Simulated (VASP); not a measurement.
# SnSe (P4/nmm) in VASP: further runs

SnSe is run at these levels: PBE+D3(BJ); tasks: single point.

Program: VASP 6.6.1. These are calculated values, not measurements. Logs are shortened: lines on timing, memory, paths and dates and some standing lists are left out, and cuts for length are marked.

### 1 The cell of the first run

The typed cell holds 4 atoms: a = 4.011 Å, b = 4.011 Å, c = 5.684 Å, α = 90.00°, β = 90.00°, γ = 90.00°.

### 2 Single point, PBE+D3(BJ)

File INCAR:

```
PREC = Accurate
ENCUT = 520
EDIFF = 1E-6
ISMEAR = 0
SIGMA = 0.03
LREAL = F
LASPH = T
NELM = 60
ALGO = Normal
ISIF = 2
LWAVE = F
LCHARG = F
GGA = PE
IVDW = 12
NBANDS = 28
```

File KPOINTS:

```
Automatic mesh
0
Gamma
  8 8 6
```

File POSCAR:

```
SnSe
1.0
    4.0109000000      0.0000000000      0.0000000000
    0.0000000000      4.0109000000      0.0000000000
    0.0000000000      0.0000000000      5.6845000000
Sn Se
2 2
Direct
    0.5000000000      0.0000000000      0.2500887432
    0.0000000000      0.5000000000      0.7499112568
    0.5000000000      0.0000000000      0.7499352227
    0.0000000000      0.5000000000      0.2500647773
```

Potentials or basis: VASP PAW PBE potentials, release 64 (Sn_d, Se).

Command:

```bash
> cat potpaw_PBE.64/Sn_d/POTCAR potpaw_PBE.64/Se/POTCAR > POTCAR
> mpirun -np 1 vasp_std > vasp.out
```

OUTCAR:

```text
PREC = Accurate
   ENCUT = 520
   EDIFF = 1E-6
   ISMEAR = 0
   LREAL = F
   LASPH = T
   NELM = 60
   ISIF = 2
   GGA = PE
   IVDW = 12
 IVDW          = 12

 ion  position               nearest neighbor table
   1  0.500  0.000  0.250-   4 2.84   4 2.84   4 2.84   4 2.84   3 2.84   3 2.84
   2  0.000  0.500  0.750-   3 2.84   3 2.84   3 2.84   3 2.84   4 2.84   4 2.84
   3  0.500  0.000  0.750-   2 2.84   2 2.84   2 2.84   2 2.84   1 2.84   1 2.84
   4  0.000  0.500  0.250-   1 2.84   1 2.84   1 2.84   1 2.84   2 2.84   2 2.84

  LATTYP: Found a simple tetragonal cell.
 ALAT       =     4.0109000000
 C/A-ratio  =     1.4172629584

  Lattice vectors:

 A1 = (   4.0109000000,   0.0000000000,   0.0000000000)
 A2 = (   0.0000000000,   4.0109000000,   0.0000000000)
 A3 = (   0.0000000000,   0.0000000000,   5.6845000000)

Analysis of symmetry for initial positions (statically):
=====================================================================
 Subroutine PRICEL returns:
 Original cell was already a primitive cell.

 Routine SETGRP: Setting up the symmetry group for a
 simple tetragonal supercell.

 Subroutine GETGRP returns: Found 16 space group operations
 (whereof  8 operations were pure point group operations)
 out of a pool of 16 trial point group operations.

The static configuration has the point symmetry D_2d.
 The point group associated with its full space group is D_4h.

Analysis of symmetry for dynamics (positions and initial velocities):
=====================================================================
 Subroutine PRICEL returns:
 Original cell was already a primitive cell.

 Routine SETGRP: Setting up the symmetry group for a
 simple tetragonal supercell.

 Subroutine GETGRP returns: Found 16 space group operations
 (whereof  8 operations were pure point group operations)
 out of a pool of 16 trial point group operations.

The dynamic configuration has the point symmetry D_2d.
 The point group associated with its full space group is D_4h.

 Subroutine INISYM returns: Found 16 space group operations
 (whereof  8 operations are pure point group operations),
 and found     1 'primitive' translations

----------------------------------------------------------------------------------------

                                     Primitive cell

[... 92 lines left out ...]
   ENCUT  =  520.0 eV  38.22 Ry    6.18 a.u.   7.46  7.46 10.57*2*pi/ulx,y,z
   NELM   =     60;   NELMIN=  2; NELMDL= -5     # of ELM steps
   EDIFF  = 0.1E-05   stopping-criterion for ELM
   LREAL  =      F    real-space projection
   EDIFFG = 0.1E-04   stopping-criterion for IOM
   NSW    =      0    number of steps for IOM
   IBRION =     -1    ionic relax: 0-MD 1-quasi-New 2-CG
   NFREE  =      0    steps in history (QN), initial steepest desc. (CG)
   ISIF   =      2    stress and relaxation
   ISYM   =      2    0-nonsym 1-usesym 2-fastsym
   POTIM  = 0.5000    time-step for ionic-motion
   TEBEG  =    0.0;   TEEND  =   0.0 temperature during run
   PSTRESS=    0.0 pullay stress
   NELECT =      40.0000    total number of electrons
   NUPDOWN=      -1.0000    fix difference up-down
   EMIN   =  10.00;   EMAX   =-10.00  energy-range for DOS
   EFERMI =   0.00;   METHOD = LEGACY
   ISMEAR =     0;   SIGMA  =   0.03  broadening in eV -4-tet -1-fermi 0-gaus
   EFERMI_NEDOS =   21; number of points for ismear=-14 and -15
   IALGO  =     38    algorithm
   IMIX   =      4    mixing-type and parameters
     AMIX     =   0.40;   BMIX     =  1.00
     AMIX_MAG =   1.60;   BMIX_MAG =  1.00
  volume/ion in A,a.u.               =      22.86       154.28
  Fermi-wavevector in a.u.,A,eV,Ry     =   1.242709  2.348380 21.011833  1.544326
  Thomas-Fermi vector in A             =   2.377052
   LORBIT       =      0    0 simple, 1 ext, 2 COOP (PROOUT), +10 PAW based schemes
   GGA     = PE    functional components
   LHFCALC =     F    Hartree Fock is set to
   AEXX    =    0.0000 exact exchange contribution
   IVDW    =    12    specifies the selected vdW correction
   LEPSILON=     F    determine dielectric tensor
   LRPA    =     F    only Hartree local field effects (RPA)
 non-spin polarized calculation
 Gauss-broadening in eV      SIGMA  =   0.03
  energy-cutoff  :      520.00
  volume of cell :       91.45
 maximum number of plane-waves:      2486
 NGX is ok and might be reduce to    30
   NGX = 15   NGY = 15   NGZ = 21

 number of electron      40.0000024 magnetization

 Free energy of the ion-electron system (eV)
  ---------------------------------------------------
  ext. energy  EPLUGINS =         0.00000000
  ---------------------------------------------------
  free energy    TOTEN  =       -15.67596482 eV

  energy without entropy =      -15.67594128  energy(sigma->0) =      -15.67595305

 E-fermi :   8.0853     XC(G=0): -10.4267

 val. band max:        8.0355410683   @ k =   0.3750   0.0000   0.0000
 cond. band min:       8.1402618568   @ k =   0.5000   0.0000   0.3333
 fundamental gap:      0.1047207886
 Fermi energy:         8.0852701144

 k-point     1 :       0.0000    0.0000    0.0000
  band No.  band energies     occupation
      1     -13.9948      2.00000
      2     -13.9258      2.00000
      3     -13.9216      2.00000
      4     -13.9186      2.00000
      5     -13.9135      2.00000
      6     -13.9135      2.00000
[... 733 lines left out ...]
     27      14.0119      0.00000
     28      14.0119      0.00000

 [... further k-points ...]

------------------------ aborting loop because EDIFF is reached ----------------------------------------

 Edisp (eV)   -1.69266

 E8    (eV) :    -0.7616

  FORCE on cell =-STRESS in cart. coord.  units (eV):
  Direction    XX          YY          ZZ          XY          YZ          ZX
  --------------------------------------------------------------------------------------
  -------------------------------------------------------------------------------------
  Total       6.65387     6.65387     6.33329     0.00000    -0.00000     0.00000
  in kB     116.57592   116.57592   110.95929     0.00000    -0.00000     0.00000
  external pressure =      114.70 kB  Pullay stress =        0.00 kB

 VOLUME and BASIS-vectors are now :
 -----------------------------------------------------------------------------
  energy-cutoff  :      520.00
  volume of cell :       91.45
      direct lattice vectors                 reciprocal lattice vectors
     4.010900000  0.000000000  0.000000000     0.249320601  0.000000000  0.000000000
     0.000000000  4.010900000  0.000000000     0.000000000  0.249320601  0.000000000
     0.000000000  0.000000000  5.684500000     0.000000000  0.000000000  0.175916967

 POSITION                                       TOTAL-FORCE (eV/Angst)
 -----------------------------------------------------------------------------------
      2.00545      0.00000      1.42163         0.000000      0.000000     -0.003352
      0.00000      2.00545      4.26287         0.000000      0.000000      0.003352
      2.00545      0.00000      4.26301         0.000000      0.000000      0.003031
      0.00000      2.00545      1.42149         0.000000     -0.000000     -0.003031
 -----------------------------------------------------------------------------------
    total drift:                                0.000000      0.000000     -0.000000

  FREE ENERGIE OF THE ION-ELECTRON SYSTEM (eV)
  ---------------------------------------------------
  free  energy   TOTEN  =       -17.3686273504 eV

  energy  without entropy=      -17.3686038069  energy(sigma->0) =      -17.36861558
```

OSZICAR:

```text
N       E                     dE             d eps       ncg     rms          rms(c)
DAV:   1     0.377694278681E+03    0.37769E+03   -0.19479E+04  3460   0.195E+03
DAV:   2     0.360481861969E+02   -0.34165E+03   -0.33185E+03  3392   0.503E+02
DAV:   3    -0.135655546878E+02   -0.49614E+02   -0.48496E+02  3972   0.158E+02
DAV:   4    -0.158476808682E+02   -0.22821E+01   -0.22649E+01  4060   0.348E+01
DAV:   5    -0.158984014390E+02   -0.50721E-01   -0.50699E-01  4072   0.576E+00    0.610E+00
DAV:   6    -0.156815511985E+02    0.21685E+00   -0.40092E-01  4568   0.377E+00    0.378E+00
DAV:   7    -0.156767229012E+02    0.48283E-02   -0.18519E-01  4372   0.180E+00    0.110E+00
DAV:   8    -0.156758057474E+02    0.91715E-03   -0.24918E-02  4276   0.113E+00    0.169E-01
DAV:   9    -0.156759331214E+02   -0.12737E-03   -0.21611E-03  4080   0.411E-01    0.584E-02
DAV:  10    -0.156759522285E+02   -0.19107E-04   -0.21334E-04  3880   0.918E-02    0.194E-02
DAV:  11    -0.156759655739E+02   -0.13345E-04   -0.73551E-05  4320   0.636E-02    0.133E-02
DAV:  12    -0.156759648234E+02    0.75049E-06   -0.43129E-06  3504   0.131E-02
   1 F= -.17368627E+02 E0= -.17368616E+02  d E =-.235435E-04
```

Run time: 67 s. Hardware: 1 thread of Intel Xeon 6975P-C (Granite Rapids), shared host; peak memory 0.27 GiB.

What came out:

```yaml
Free_energy: -17.3686 eV
Pressure: 11.5 GPa
Largest_force: 0.003 eV/Å
Band_gap_on_the_k_mesh: 0.10 eV
Dispersion_energy_per_atom: -0.423 eV
```

Forces in eV/Å, atoms in the order of the input:
```
Sn   0.000  0.000 -0.003
Sn   0.000  0.000  0.003
Se   0.000  0.000  0.003
Se   0.000  0.000 -0.003
```

Stress tensor (GPa, compression positive):
```
11.66  0.00  0.00
 0.00 11.66  0.00
 0.00  0.00 11.10
```

Caveat: spin-orbit coupling is left out, which moves the levels of the heavy elements. A k mesh can miss the band edges.

### 3 Single point, PBE+D3(BJ)

This run uses another cell than the first one, of 23.67 Å³/atom, 1.035 times its volume.

File INCAR:

```
PREC = Accurate
ENCUT = 520
EDIFF = 1E-6
ISMEAR = 0
SIGMA = 0.03
LREAL = F
LASPH = T
NELM = 80
ALGO = Normal
ISIF = 2
LWAVE = F
LCHARG = T
GGA = PE
IVDW = 12
LELF = T
LVHAR = T
NBANDS = 28
```

KPOINTS is that of step 2.

POSCAR, as its differences from that of step 2:

```diff
@@ -2,4 +2,4 @@
 1.0
-    4.0109000000      0.0000000000      0.0000000000
-    0.0000000000      4.0109000000      0.0000000000
+    4.0813000000      0.0000000000      0.0000000000
+    0.0000000000      4.0813000000      0.0000000000
     0.0000000000      0.0000000000      5.6845000000
```

Potentials or basis: VASP PAW PBE potentials, release 64 (Sn_d, Se).

Command:

```bash
> cat potpaw_PBE.64/Sn_d/POTCAR potpaw_PBE.64/Se/POTCAR > POTCAR
> mpirun -np 1 vasp_std > vasp.out
```

It took 73 s on 1 thread of Intel Xeon 6975P-C (Granite Rapids), shared host; peak memory 0.28 GiB.

The run converged. Its results:

* Free energy: -17.5585 eV
* Pressure: 8.3 GPa
* Largest force: 0.003 eV/Å
* Band gap on the k mesh: 0.25 eV
* Dispersion energy per atom: -0.408 eV

Forces on the atoms (eV/Å):
```
Sn   0.000  0.000 -0.003
Sn   0.000  0.000  0.003
Se   0.000  0.000  0.003
Se   0.000  0.000 -0.003
```

Stress tensor (GPa, compression positive):
```
 7.14  0.00  0.00
 0.00  7.14  0.00
 0.00  0.00 10.53
```

Levels at points of the mesh, in eV from the valence-band top:
```csv
k point,band 17,band 18,band 19,band 20,band 21,band 22,band 23,band 24
"(0.00, 0.00, 0.00)",-4.52,-2.87,-2.71,-2.71,2.33,4.59,4.59,5.01
"(0.50, 0.00, 0.00)",-2.69,-2.69,-0.80,-0.80,1.38,1.38,1.65,1.65
"(0.50, 0.50, 0.00)",-4.57,-4.57,-4.38,-4.38,2.39,2.39,5.86,5.86
"(0.00, 0.00, 0.50)",-3.71,-3.71,-1.84,-1.83,2.40,2.41,3.35,3.35
"(0.50, 0.00, 0.50)",-2.45,-2.45,-0.26,-0.26,0.94,0.94,1.04,1.04
"(0.50, 0.50, 0.50)",-5.72,-5.72,-0.77,-0.77,1.54,1.54,4.81,4.81
```

Caveat: spin-orbit coupling is left out, which moves the levels of the heavy elements. A k mesh can miss the band edges.
